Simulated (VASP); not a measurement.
# NaCl (R-3m) in VASP: single point with PBEsol

Aim: the single point of NaCl with PBEsol.

Program: VASP 6.6.1. These are calculated values, not measurements. Logs are shortened: lines on timing, memory, paths and dates and some standing lists are left out, and cuts for length are marked.

## (1) The cell of the first run

The structure is trigonal, space group R-3m (No. 166). Conventional cell: a = 4.149 Å, b = 4.149 Å, c = 9.575 Å, α = 90.00°, β = 90.00°, γ = 120.00°. Na (site symmetry -3m) has 6 Cl at 2.88 Å within 3.8 Å. Within 3.8 Å of Cl (site symmetry -3m) lie 6 Na at 2.88 Å.

## (2) Single point, PBEsol (strained)

Contents of INCAR:

```
PREC     = Accurate       # precision mode
ENCUT    = 520            # plane-wave cutoff, eV
EDIFF    = 1E-6           # SCF threshold, eV
ISMEAR   = 0              # smearing method
SIGMA    = 0.02           # smearing width, eV
LREAL    = False          # projectors in reciprocal space
LASPH    = True           # aspherical terms in the spheres
NELM     = 100            # most SCF steps
ALGO     = Normal         # electronic algorithm
ISIF     = 2              # what is computed and relaxed
LWAVE    = False          # write WAVECAR
LCHARG   = False          # write CHGCAR
GGA      = PS             # functional
NBANDS   = 14             # bands
```

Contents of KPOINTS:

```
Automatic mesh
0
Gamma
  8 8 8
```

Contents of POSCAR:

```
NaCl
1.0
   -0.1132700000      2.8205645875      2.8205645875
    2.8205645875     -0.1132700000      2.8205645875
    2.8205645875      2.8205645875     -0.1132700000
Na Cl
1 1
Direct
    0.0000000000      0.0000000000      0.0000000000
    0.5000000000      0.5000000000      0.5000000000
```

Potentials or basis: VASP PAW PBE potentials, release 64 (Na_pv, Cl).

Run with:

```sh
$ cat potpaw_PBE.64/Na_pv/POTCAR potpaw_PBE.64/Cl/POTCAR > POTCAR
$ mpirun -np 1 vasp_std > vasp.out
```

OUTCAR:

```text
PREC = Accurate
   ENCUT = 520
   EDIFF = 1E-6
   ISMEAR = 0
   LREAL = False
   LASPH = True
   NELM = 100
   ISIF = 2
   GGA = PS

 ion  position               nearest neighbor table
   1  0.000  0.000  0.000-
   2  0.500  0.500  0.500-

  LATTYP: Found a trigonal (rhomboedric) cell.
 ALAT       =     3.9904886013
 COS(alpha) =     0.4594708756

  Lattice vectors:

 A1 = (  -0.1132700000,   2.8205645875,   2.8205645875)
 A2 = (   2.8205645875,  -0.1132700000,   2.8205645875)
 A3 = (   2.8205645875,   2.8205645875,  -0.1132700000)

Analysis of symmetry for initial positions (statically):
=====================================================================
 Subroutine PRICEL returns:
 Original cell was already a primitive cell.

 Routine SETGRP: Setting up the symmetry group for a
 trigonal (rhombohedral) supercell.

 Subroutine GETGRP returns: Found 12 space group operations
 (whereof 12 operations were pure point group operations)
 out of a pool of 12 trial point group operations.

The static configuration has the point symmetry D_3d.

Analysis of symmetry for dynamics (positions and initial velocities):
=====================================================================
 Subroutine PRICEL returns:
 Original cell was already a primitive cell.

 Routine SETGRP: Setting up the symmetry group for a
 trigonal (rhombohedral) supercell.

 Subroutine GETGRP returns: Found 12 space group operations
 (whereof 12 operations were pure point group operations)
 out of a pool of 12 trial point group operations.

The dynamic configuration has the point symmetry D_3d.

 Subroutine INISYM returns: Found 12 space group operations
 (whereof 12 operations are pure point group operations),
 and found     1 'primitive' translations

----------------------------------------------------------------------------------------

                                     Primitive cell

  volume of cell :      47.5804

  direct lattice vectors                    reciprocal lattice vectors
    -0.113270000  2.820564587  2.820564587    -0.166933277  0.173917568  0.173917568
     2.820564587 -0.113270000  2.820564587     0.173917568 -0.166933277  0.173917568
     2.820564587  2.820564587 -0.113270000     0.173917568  0.173917568 -0.166933277

  length of vectors
     3.990488601  3.990488601  3.990488601     0.297256388  0.297256388  0.297256388

  position of ions in fractional coordinates (direct lattice)
     0.000000000  0.000000000  0.000000000
[... 83 lines left out ...]
   NFREE  =      0    steps in history (QN), initial steepest desc. (CG)
   ISIF   =      2    stress and relaxation
   ISYM   =      2    0-nonsym 1-usesym 2-fastsym
   POTIM  = 0.5000    time-step for ionic-motion
   TEBEG  =    0.0;   TEEND  =   0.0 temperature during run
   PSTRESS=    0.0 pullay stress
   NELECT =      14.0000    total number of electrons
   NUPDOWN=      -1.0000    fix difference up-down
   EMIN   =  10.00;   EMAX   =-10.00  energy-range for DOS
   EFERMI =   0.00;   METHOD = LEGACY
   ISMEAR =     0;   SIGMA  =   0.02  broadening in eV -4-tet -1-fermi 0-gaus
   EFERMI_NEDOS =   21; number of points for ismear=-14 and -15
   IALGO  =     38    algorithm
   IMIX   =      4    mixing-type and parameters
     AMIX     =   0.40;   BMIX     =  1.00
     AMIX_MAG =   1.60;   BMIX_MAG =  1.00
  volume/ion in A,a.u.               =      23.79       160.54
  Fermi-wavevector in a.u.,A,eV,Ry     =   1.088867  2.057660 16.131489  1.185631
  Thomas-Fermi vector in A             =   2.225058
   LORBIT       =      0    0 simple, 1 ext, 2 COOP (PROOUT), +10 PAW based schemes
   GGA     = PS    functional components
   LHFCALC =     F    Hartree Fock is set to
   AEXX    =    0.0000 exact exchange contribution
   IVDW    =     0    specifies the selected vdW correction
   LEPSILON=     F    determine dielectric tensor
   LRPA    =     F    only Hartree local field effects (RPA)
 non-spin polarized calculation
 Gauss-broadening in eV      SIGMA  =   0.02
  energy-cutoff  :      520.00
  volume of cell :       47.58
 maximum number of plane-waves:      1295
 NGX is ok and might be reduce to    30
   NGX = 15   NGY = 15   NGZ = 15

 number of electron      14.0000006 magnetization

 Free energy of the ion-electron system (eV)
  ---------------------------------------------------
  ext. energy  EPLUGINS =         0.00000000
  ---------------------------------------------------
  free energy    TOTEN  =        -6.97111010 eV

  energy without entropy =       -6.97111010  energy(sigma->0) =       -6.97111010

 E-fermi :  -0.8642     XC(G=0):  -8.0758

 val. band max:       -0.9738762202   @ k =   0.0000   0.0000   0.0000
 cond. band min:       3.6060831045   @ k =   0.0000   0.0000   0.0000
 fundamental gap:      4.5799593247
 Fermi energy:        -0.8642089219

 k-point     1 :       0.0000    0.0000    0.0000
  band No.  band energies     occupation
      1     -21.8943      2.00000
      2     -21.8857      2.00000
      3     -21.8857      2.00000
      4     -13.6198      2.00000
      5      -1.1635      2.00000
      6      -1.1635      2.00000
      7      -0.9739      2.00000
      8       3.6061      0.00000
      9       9.5654      0.00000
     10       9.5654      0.00000
     11      10.4118      0.00000
     12      11.9981      0.00000
     13      11.9981      0.00000
     14      13.2254      0.00000
[... 377 lines left out ...]
      1     -21.9056      2.00000
      2     -21.8927      2.00000
      3     -21.8862      2.00000
      4     -13.4169      2.00000
      5      -2.3805      2.00000
      6      -1.3756      2.00000
      7      -1.2909      2.00000
      8       5.7097      0.00000
      9       8.2642      0.00000
     10       9.6936      0.00000
     11      10.0769      0.00000
     12      11.1366      0.00000
     13      13.4104      0.00000
     14      14.9087      0.00000

 [... further k-points ...]
[... 5 lines left out ...]
  --------------------------------------------------------------------------------------
  -------------------------------------------------------------------------------------
  Total       -0.5087759     -0.5087759     -0.5087759      0.1240827      0.1240827      0.1240827
  in kB      -17.1320330    -17.1320330    -17.1320330      4.1782418      4.1782418      4.1782418
  external PRESSURE =     -17.1320330 kB  Pullay stress =       0.0000000 kB

 VOLUME and BASIS-vectors are now :
 -----------------------------------------------------------------------------
  energy-cutoff  :      520.00
  volume of cell :       47.58
      direct lattice vectors                 reciprocal lattice vectors
    -0.113270000  2.820564587  2.820564587    -0.166933277  0.173917568  0.173917568
     2.820564587 -0.113270000  2.820564587     0.173917568 -0.166933277  0.173917568
     2.820564587  2.820564587 -0.113270000     0.173917568  0.173917568 -0.166933277

 POSITION                                       TOTAL-FORCE (eV/Angst)
 -----------------------------------------------------------------------------------
      0.00000      0.00000      0.00000         0.000000     -0.000000      0.000000
      2.76393      2.76393      2.76393        -0.000000      0.000000     -0.000000
 -----------------------------------------------------------------------------------
    total drift:                               -0.000000      0.000000      0.000000

  FREE ENERGIE OF THE ION-ELECTRON SYSTEM (eV)
  ---------------------------------------------------
  free  energy   TOTEN  =        -6.9711101031 eV

  energy  without entropy=       -6.9711101031  energy(sigma->0) =       -6.97111010
```

OSZICAR:

```text
N       E                     dE             d eps       ncg     rms          rms(c)
DAV:   1     0.994446151637E+02    0.99445E+02   -0.69879E+03  1838   0.985E+02
DAV:   2     0.134769626782E+01   -0.98097E+02   -0.90369E+02  1988   0.265E+02
DAV:   3    -0.700086976756E+01   -0.83486E+01   -0.82905E+01  2312   0.723E+01
DAV:   4    -0.714534837202E+01   -0.14448E+00   -0.14441E+00  2126   0.104E+01
DAV:   5    -0.714854796709E+01   -0.31996E-02   -0.31994E-02  2376   0.155E+00    0.190E+00
DAV:   6    -0.697824818318E+01    0.17030E+00   -0.28395E-01  2282   0.347E+00    0.135E+00
DAV:   7    -0.696707089773E+01    0.11177E-01   -0.64155E-02  2504   0.160E+00    0.919E-01
DAV:   8    -0.697116823145E+01   -0.40973E-02   -0.87644E-03  2048   0.818E-01    0.281E-01
DAV:   9    -0.697107331963E+01    0.94912E-04   -0.20144E-04  2324   0.107E-01    0.197E-01
DAV:  10    -0.697112365047E+01   -0.50331E-04   -0.41507E-04  2174   0.114E-01    0.707E-02
DAV:  11    -0.697111081374E+01    0.12837E-04   -0.26630E-05  2336   0.351E-02    0.252E-02
DAV:  12    -0.697110980744E+01    0.10063E-05   -0.51900E-06  2168   0.131E-02    0.164E-03
DAV:  13    -0.697111010312E+01   -0.29568E-06   -0.16258E-07  2126   0.268E-03
   1 F= -.69711101E+01 E0= -.69711101E+01  d E =-.192809E-17
```

stdout:

```text
POSCAR found type information on POSCAR NaCl
 POSCAR found :  2 types and       2 ions
 scaLAPACK will be used
 -----------------------------------------------------------------------------
|                                                                             |
|                                                                             |
|     You enforced a specific xc type in the INCAR file but a different       |
|     I HOPE YOU KNOW WHAT YOU ARE DOING!                                     |
|                                                                             |
 -----------------------------------------------------------------------------

 LDA part: xc-table for (Slater+PW92), standard interpolation
 POSCAR, INCAR and KPOINTS ok, starting setup
 FFT: planning ... GRIDC
 FFT: planning ... GRID_SOFT
 FFT: planning ... GRID
 WAVECAR not read
 entering main loop
```

It took 17 s on 1 thread of Intel Xeon 6975P-C (Granite Rapids), shared host; peak memory 0.18 GiB.

What came out:

* Free energy: -6.9711 eV
* Pressure: -1.7 GPa
* Band gap on the k mesh: 4.58 eV, direct

Stress tensor (GPa, compression positive):
```
-1.71  0.42  0.42
 0.42 -1.71  0.42
 0.42  0.42 -1.71
```

Caveat: the cell differs from its parent crystal (strained); the PAW data sets were made with another functional, which shifts forces and pressure a little. A k mesh can miss the band edges.
